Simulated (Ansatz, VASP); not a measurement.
Two plane-wave programs on WC

```xyz
2
Lattice="2.9218 0.0000 0.0000 -1.4609 2.5303 0.0000 0.0000 0.0000 2.8471" Properties=species:S:1:pos:R:3 pbc="T T T"
W     0.0000    0.0000   -0.0025
C     1.4609    0.8434    1.4610
```

Change from the starting cell: mode 4 (566.4 1/cm) frozen in, largest displacement +0.037 Å.

Alike in both runs: task single point; functional PBE; k mesh 24 × 24 × 22; occupations gaussian, width 0.15 eV; no spin polarisation.

```csv
,VASP,Ansatz
version,VASP 6.6.1,Ansatz 0.2.0
potentials or method,"VASP PAW PBE potentials, release 64 (W_sv, C), cutoff 520 eV","scalar-relativistic, plane waves, PAW"
valence electrons in the cell,18,18
```

|  | VASP | Ansatz | Ansatz less VASP |
| --- | --- | --- | --- |
| gap on the k mesh at the Fermi level (eV) | none | none | - |
| pressure (GPa) | 1.4 | 0.4 | -1.07 |
| traceless stress, the component that is largest in VASP (GPa) | 0.14 | -0.06 | -0.196 |
| rms of the force components (eV/Å) | 0.309 | 0.307 | -0.0021 |

Atom by atom the forces differ by 0.002 eV/Å (rms over components). A gap of «none» marks a metal or a gap that the smearing closes.

Spin-orbit coupling is off throughout.
